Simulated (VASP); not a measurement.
**WF3: single point with PBE**

WF3:

```
W F
1.0
    -2.18896    2.18896    2.18896
     2.18896   -2.18896    2.18896
     2.18896    2.18896   -2.18896
W F
1 3
Direct
  0.00000 0.00000 0.00000
  0.00000 0.50000 0.50000
  0.50000 0.00000 0.50000
  0.50000 0.50000 0.00000
```

The cell was generated, and may not be a known phase.

```yaml
Program: VASP 6.6.1
Task: single point
Functional: PBE
Potentials_or_basis: VASP PAW PBE potentials, release 64 (W_sv, F)
Cutoff: 600 eV
k_mesh: 6 × 6 × 6
Occupations: gaussian, width 0.2 eV
Spin: no spin polarisation
```

| Item | Value |
| --- | --- |
| Pressure | -0.5 GPa |
| Band gap on the k mesh | zero (an odd number of electrons rules out a gap without spin polarisation) |

Levels at points of the mesh, in eV from the Fermi level:
| k point | band 13 | band 14 | band 15 | band 16 | band 17 | band 18 | band 19 | band 20 | band 21 | band 22 |
| --- | --- | --- | --- | --- | --- | --- | --- | --- | --- | --- |
| (0.00, 0.00, 0.00) | -6.67 | -2.97 | -2.97 | -2.97 | -1.76 | -1.76 | -1.76 | 0.57 | 0.76 | 0.76 |
| (0.50, 0.00, 0.00) | -5.66 | -5.38 | -5.04 | -3.15 | -0.30 | 0.33 | 0.62 | 1.24 | 3.96 | 6.23 |
| (0.50, 0.50, 0.50) | -6.04 | -2.94 | -2.94 | -2.94 | -0.18 | -0.18 | -0.18 | 0.67 | 0.67 | 4.96 |

Run time: 44 s on 1 thread of Intel Xeon 8259CL, with other jobs on the host, peak memory 0.18 GiB.

Caveat: spin-orbit coupling is left out, which moves the levels of the heavy elements; an odd number of electrons without spin polarisation forces a metal; a magnetic or distorted state may lie lower.
